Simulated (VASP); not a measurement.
# Si4C (Im-3m) in VASP: single point with PBE

Aim: the single point of Si4C with PBE.

Program: VASP 6.6.1. These are calculated values, not measurements. Logs are shortened: lines on timing, memory, paths and dates and some standing lists are left out, and cuts for length are marked.

## Step 1: The cell of the first run

It takes space group Im-3m (No. 229, cubic). The conventional cell has a = 5.207 Å, b = 5.207 Å, c = 5.207 Å, α = 90.00°, β = 90.00°, γ = 90.00°. Si (site symmetry -3m) has 2 C at 2.25 Å and 6 Si at 2.60 Å within 3.0 Å. C (site symmetry m-3m) has 8 Si at 2.25 Å within 3.0 Å.

## Step 2: Single point, PBE

Input file INCAR:

```
SYSTEM = Si4C
ALGO = Normal
EDIFF = 1E-7
ENCUT = 520
GGA = PE
ISIF = 2
ISMEAR = 0
LASPH = .True.
LCHARG = .False.
LREAL = .False.
LWAVE = .False.
NBANDS = 18
NELM = 100
PREC = Accurate
SIGMA = 0.1
```

Input file KPOINTS:

```
k-points
0
Gamma
  6 6 6
  0 0 0
```

Input file POSCAR:

```
Si4C
1.0
   -2.6035385100      2.6035385100      2.6035385100
    2.6035385100     -2.6035385100      2.6035385100
    2.6035385100      2.6035385100     -2.6035385100
Si C
4 1
Direct
    0.5000000000      0.5000000000      0.5000000000
    0.5000000000      0.0000000000      0.0000000000
    0.0000000000      0.0000000000      0.5000000000
    0.0000000000      0.5000000000      0.0000000000
    0.0000000000      0.0000000000      0.0000000000
```

Potentials or basis: VASP PAW PBE potentials, release 64 (Si, C).

On the command line:

```
$ cat potpaw_PBE.64/Si/POTCAR potpaw_PBE.64/C/POTCAR > POTCAR
$ mpirun -np 1 vasp_std > vasp.out
```

OUTCAR:

```text
SYSTEM = Si4C
   EDIFF = 1E-7
   ENCUT = 520
   GGA = PE
   ISIF = 2
   ISMEAR = 0
   LASPH = .True.
   LREAL = .False.
   NELM = 100
   PREC = Accurate

 ion  position               nearest neighbor table
   1  0.500  0.500  0.500-   5 2.25   5 2.25   4 2.60   2 2.60   2 2.60   4 2.60   3 2.60   3 2.60

   2  0.500  0.000  0.000-   5 2.25   5 2.25   4 2.60   1 2.60   1 2.60   3 2.60   3 2.60   4 2.60

   3  0.000  0.000  0.500-   5 2.25   5 2.25   4 2.60   1 2.60   2 2.60   4 2.60   2 2.60   1 2.60

   4  0.000  0.500  0.000-   5 2.25   5 2.25   3 2.60   1 2.60   2 2.60   3 2.60   1 2.60   2 2.60

   5  0.000  0.000  0.000-   1 2.25   2 2.25   3 2.25   4 2.25   3 2.25   4 2.25   2 2.25   1 2.25

  LATTYP: Found a body centered cubic cell.
 ALAT       =     5.2070770200

  Lattice vectors:

 A1 = (  -2.6035385100,   2.6035385100,   2.6035385100)
 A2 = (   2.6035385100,  -2.6035385100,   2.6035385100)
 A3 = (   2.6035385100,   2.6035385100,  -2.6035385100)

Analysis of symmetry for initial positions (statically):
=====================================================================
 Subroutine PRICEL returns:
 Original cell was already a primitive cell.

 Routine SETGRP: Setting up the symmetry group for a
 body centered cubic supercell.

 Subroutine GETGRP returns: Found 48 space group operations
 (whereof 48 operations were pure point group operations)
 out of a pool of 48 trial point group operations.

The static configuration has the point symmetry O_h .

Analysis of symmetry for dynamics (positions and initial velocities):
=====================================================================
 Subroutine PRICEL returns:
 Original cell was already a primitive cell.

 Routine SETGRP: Setting up the symmetry group for a
 body centered cubic supercell.

 Subroutine GETGRP returns: Found 48 space group operations
 (whereof 48 operations were pure point group operations)
 out of a pool of 48 trial point group operations.

The dynamic configuration has the point symmetry O_h .

 Subroutine INISYM returns: Found 48 space group operations
 (whereof 48 operations are pure point group operations),
 and found     1 'primitive' translations

----------------------------------------------------------------------------------------

                                     Primitive cell

  volume of cell :      70.5914

  direct lattice vectors                    reciprocal lattice vectors
    -2.603538510  2.603538510  2.603538510     0.000000000  0.192046324  0.192046324
     2.603538510 -2.603538510  2.603538510     0.192046324  0.000000000  0.192046324
     2.603538510  2.603538510 -2.603538510     0.192046324  0.192046324  0.000000000

  length of vectors
     4.509460979  4.509460979  4.509460979     0.271594516  0.271594516  0.271594516

  position of ions in fractional coordinates (direct lattice)
     0.500000000  0.500000000  0.500000000
     0.500000000  0.000000000  0.000000000
     0.000000000  0.000000000  0.500000000
     0.000000000  0.500000000  0.000000000
     0.000000000  0.000000000  0.000000000

  ion indices of the primitive-cell ions
   primitive index   ion index
                 1           1
                 2           2
                 3           3
                 4           4
                 5           5

----------------------------------------------------------------------------------------

 KPOINTS: k-points

Automatic generation of k-mesh.
 Grid dimensions read from file:
 generate k-points for:    6    6    6

 Generating k-lattice:

  Cartesian coordinates                     Fractional coordinates (reciprocal lattice)
     0.000000000  0.032007721  0.032007721     0.166666667  0.000000000  0.000000000
     0.032007721  0.000000000  0.032007721     0.000000000  0.166666667  0.000000000
     0.032007721  0.032007721  0.000000000     0.000000000  0.000000000  0.166666667

  Length of vectors
     0.045265753  0.045265753  0.045265753

  Shift w.r.t. Gamma in fractional coordinates (k-lattice)
     0.000000000  0.000000000  0.000000000

 Subroutine IBZKPT returns following result:
 ===========================================

 Found     16 irreducible k-points:

 Following reciprocal coordinates:
            Coordinates               Weight
  0.000000  0.000000  0.000000      1.000000
  0.166667  0.000000  0.000000     12.000000
  0.333333  0.000000  0.000000     12.000000
  0.500000  0.000000  0.000000      6.000000
  0.166667  0.166667  0.000000     24.000000
  0.333333  0.166667  0.000000     48.000000
[... 8 lines left out ...]
  0.500000  0.500000  0.333333     12.000000
  0.500000  0.500000  0.500000      1.000000
   k-points           NKPTS =     16   k-points in BZ     NKDIM =     16   number of bands    NBANDS=     18
   number of dos      NEDOS =    301   number of ions     NIONS =      5
   total plane-waves  NPLWV =  46656
   dimension x,y,z NGX =    36 NGY =   36 NGZ =   36
   dimension x,y,z NGXF=    72 NGYF=   72 NGZF=   72
   ions per type =               4   1
   NGX,Y,Z   is equivalent  to a cutoff of  13.27, 13.27, 13.27 a.u.
   NGXF,Y,Z  is equivalent  to a cutoff of  26.54, 26.54, 26.54 a.u.
 SYSTEM =  Si4C
   PREC   = accura    normal or accurate (medium, high low for compatibility)
   ISTART =      0    job   : 0-new  1-cont  2-samecut
   ICHARG =      2    charge: 1-file 2-atom 10-const
   ISPIN  =      1    spin polarized calculation?
   LNONCOLLINEAR =      F non collinear calculations
   LSORBIT =      F    spin-orbit coupling
   LASPH  =      T    aspherical Exc in radial PAW
   ENCUT  =  520.0 eV  38.22 Ry    6.18 a.u.   8.38  8.38  8.38*2*pi/ulx,y,z
   NELM   =    100;   NELMIN=  2; NELMDL= -5     # of ELM steps
   EDIFF  = 0.1E-06   stopping-criterion for ELM
   LREAL  =      F    real-space projection
   EDIFFG = 0.1E-05   stopping-criterion for IOM
   NSW    =      0    number of steps for IOM
   IBRION =     -1    ionic relax: 0-MD 1-quasi-New 2-CG
   NFREE  =      0    steps in history (QN), initial steepest desc. (CG)
   ISIF   =      2    stress and relaxation
   ISYM   =      2    0-nonsym 1-usesym 2-fastsym
   POTIM  = 0.5000    time-step for ionic-motion
   TEBEG  =    0.0;   TEEND  =   0.0 temperature during run
   PSTRESS=    0.0 pullay stress
   NELECT =      20.0000    total number of electrons
   NUPDOWN=      -1.0000    fix difference up-down
   EMIN   =  10.00;   EMAX   =-10.00  energy-range for DOS
   EFERMI =   0.00;   METHOD = LEGACY
   ISMEAR =     0;   SIGMA  =   0.10  broadening in eV -4-tet -1-fermi 0-gaus
   EFERMI_NEDOS =   21; number of points for ismear=-14 and -15
   IALGO  =     38    algorithm
   IMIX   =      4    mixing-type and parameters
     AMIX     =   0.40;   BMIX     =  1.00
     AMIX_MAG =   1.60;   BMIX_MAG =  1.00
  volume/ion in A,a.u.               =      14.12        95.27
  Fermi-wavevector in a.u.,A,eV,Ry     =   1.075229  2.031888 15.729922  1.156117
  Thomas-Fermi vector in A             =   2.211079
   LORBIT       =      0    0 simple, 1 ext, 2 COOP (PROOUT), +10 PAW based schemes
   GGA     = PE    functional components
   LHFCALC =     F    Hartree Fock is set to
   AEXX    =    0.0000 exact exchange contribution
   IVDW    =     0    specifies the selected vdW correction
   LEPSILON=     F    determine dielectric tensor
   LRPA    =     F    only Hartree local field effects (RPA)
 non-spin polarized calculation
 Gauss-broadening in eV      SIGMA  =   0.10
  energy-cutoff  :      520.00
  volume of cell :       70.59
 maximum number of plane-waves:      1926
 NGX is ok and might be reduce to    36
   NGX = 17   NGY = 17   NGZ = 17

 number of electron      19.9999998 magnetization

 Free energy of the ion-electron system (eV)
  ---------------------------------------------------
  ext. energy  EPLUGINS =         0.00000000
  ---------------------------------------------------
  free energy    TOTEN  =       -26.01775331 eV

  energy without entropy =      -26.00235170  energy(sigma->0) =      -26.01005250

 E-fermi :   8.6568     XC(G=0): -10.8644

 val. band max:        8.6088220656   @ k =   0.3333   0.1667   0.0000
 cond. band min:       8.6612311514   @ k =   0.1667   0.1667   0.1667
 fundamental gap:      0.0524090858
 Fermi energy:         8.6567872950

 k-point     1 :       0.0000    0.0000    0.0000
  band No.  band energies     occupation
      1      -6.5196      2.00000
      2       1.4826      2.00000
      3       2.1490      2.00000
      4       2.1490      2.00000
      5       2.1490      2.00000
      6       4.2487      2.00000
[... 10 lines left out ...]
     17      15.1716      0.00000
     18      15.1716      0.00000

 k-point     2 :       0.1667    0.0000    0.0000
  band No.  band energies     occupation
      1      -6.2955      2.00000
      2       0.0509      2.00000
      3       1.5032      2.00000
      4       2.1504      2.00000
      5       2.5039      2.00000
      6       3.3974      2.00000
[... 10 lines left out ...]
     17      15.3997      0.00000
     18      16.2168      0.00000

 k-point     3 :       0.3333    0.0000    0.0000
  band No.  band energies     occupation
      1      -5.7030      2.00000
      2      -1.6383      2.00000
      3       0.7905      2.00000
      4       1.9306      2.00000
      5       2.1246      2.00000
      6       2.6080      2.00000
[... 10 lines left out ...]
     17      14.4737      0.00000
     18      15.9108      0.00000

 k-point     4 :       0.5000    0.0000    0.0000
  band No.  band energies     occupation
      1      -5.2445      2.00000
      2      -2.4980      2.00000
      3       0.5348      2.00000
      4       1.6755      2.00000
      5       2.0985      2.00000
      6       2.3351      2.00000
[... 207 lines left out ...]
      4      -0.7159      2.00000
      5       2.7546      2.00000
      6       4.3548      2.00000
[... 10 lines left out ...]
     17      14.2448      0.00000
     18      16.4064      0.00000

 k-point    15 :       0.5000    0.5000    0.3333
  band No.  band energies     occupation
      1      -4.6355      2.00000
      2      -1.6866      2.00000
      3      -0.9850      2.00000
      4      -0.7513      2.00000
      5       2.7602      2.00000
      6       3.1772      2.00000
[... 10 lines left out ...]
     17      15.3570      0.00000
     18      16.2262      0.00000

 k-point    16 :       0.5000    0.5000    0.5000
  band No.  band energies     occupation
      1      -4.3484      2.00000
      2      -1.2555      2.00000
      3      -1.2555      2.00000
      4      -1.2555      2.00000
      5       2.2255      2.00000
      6       2.2255      2.00000
[... 10 lines left out ...]
     17      16.9908      0.00000
     18      17.5693      0.00000

------------------------ aborting loop because EDIFF is reached ----------------------------------------

  FORCE on cell =-STRESS in cart. coord.  units (eV):
  Direction    XX          YY          ZZ          XY          YZ          ZX
  --------------------------------------------------------------------------------------
  -------------------------------------------------------------------------------------
  Total       -1.4332804     -1.4332804     -1.4332804      0.0000000     -0.0000000      0.0000000
  in kB      -32.5304241    -32.5304241    -32.5304241      0.0000000     -0.0000000      0.0000000
  external PRESSURE =     -32.5304241 kB  Pullay stress =       0.0000000 kB

 VOLUME and BASIS-vectors are now :
 -----------------------------------------------------------------------------
  energy-cutoff  :      520.00
  volume of cell :       70.59
      direct lattice vectors                 reciprocal lattice vectors
    -2.603538510  2.603538510  2.603538510     0.000000000  0.192046324  0.192046324
     2.603538510 -2.603538510  2.603538510     0.192046324  0.000000000  0.192046324
     2.603538510  2.603538510 -2.603538510     0.192046324  0.192046324  0.000000000

 POSITION                                       TOTAL-FORCE (eV/Angst)
 -----------------------------------------------------------------------------------
      1.30177      1.30177      1.30177        -0.000000      0.000000     -0.000000
     -1.30177      1.30177      1.30177        -0.000000     -0.000000      0.000000
      1.30177      1.30177     -1.30177         0.000000     -0.000000     -0.000000
      1.30177     -1.30177      1.30177        -0.000000      0.000000      0.000000
      0.00000      0.00000      0.00000        -0.000000      0.000000     -0.000000
 -----------------------------------------------------------------------------------
    total drift:                                0.000000     -0.000000     -0.000000

  FREE ENERGIE OF THE ION-ELECTRON SYSTEM (eV)
  ---------------------------------------------------
  free  energy   TOTEN  =       -26.0177533101 eV

  energy  without entropy=      -26.0023516996  energy(sigma->0) =      -26.01005250
```

It took 29 s on 1 thread of Intel Xeon Platinum 8259CL at 2.50GHz (Skylake/Cascade Lake), shared host; peak memory 0.19 GiB.

What came out:

```
Free energy            : -26.0178 eV
Pressure               : -3.3 GPa
Band gap on the k mesh : zero (band 10 reaches 9.00 eV, above the bottom of band 11 at 5.63 eV)
```
